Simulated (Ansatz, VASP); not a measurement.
**C in VASP and in Ansatz**

```xyz
3
Lattice="3.3438 0.0000 0.0000 -1.6719 2.8958 0.0000 0.0000 0.0000 2.0498" Properties=species:S:1:pos:R:3 pbc="T T T"
C     0.0000    0.0000    0.0000
C     0.0000    1.9306    1.0249
C     1.6719    0.9653    1.0249
```

Alike in both runs: task relaxation of cell and atoms; functional BLYP; k mesh 11 × 11 × 15; occupations fermi-dirac, width 0.1 eV; no spin polarisation.

|  | VASP | Ansatz |
| --- | --- | --- |
| version | VASP 6.6.1 | Ansatz 0.2.0 |
| potentials or method | VASP PAW PBE potentials, release 64 (C), cutoff 600 eV | plane waves (420 eV) with PAW, scalar-relativistic |
| valence electrons in the cell | 12 | 12 |

Ansatz gave:

| Property | Result |
| --- | --- |
| relaxed volume (Å³/atom) | 16.86 |
| relaxed cell length with the largest relative difference (Å) | 6.744 |

Which values does VASP return?

Relaxed volume (Å³/atom): 9.29; relaxed cell length with the largest relative difference (Å): 5.017.

VASP's potentials were made for PBE, not for BLYP. One of these differences is far larger than is usual between the two programs; its cause wasn't traced.

Noted on VASP's run: the volume moved by over 15 % at a fixed basis, so the end points are rough.
